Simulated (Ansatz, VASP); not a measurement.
BP: VASP beside Ansatz

```
B P
1.0
     2.66046    0.00000    0.00000
     0.00000    2.66046    0.00000
     0.00000    0.00000    2.66046
B P
1 1
Direct
  0.00000 0.00000 0.00000
  0.50000 0.50000 0.50000
```

Change from the starting cell: volume scaled by 0.94, PAW files.

Alike in both runs: task single point; functional PBE; k mesh 15 × 15 × 15; occupations fermi-dirac, width 0.1 eV; no spin polarisation.

```csv
,VASP,Ansatz
version,VASP 6.6.1,Ansatz 0.2.0
potentials or method,"VASP PAW PBE potentials, release 64 (B, P)","PAW with Ansatz's default frozen-core files, scalar-relativistic"
plane-wave cutoff (eV),520,420
valence electrons in the cell,8,8
```

|  | VASP | Ansatz | Ansatz less VASP |
| --- | --- | --- | --- |
| pressure (GPa) | 9.0 | 9.3 | +0.29 |
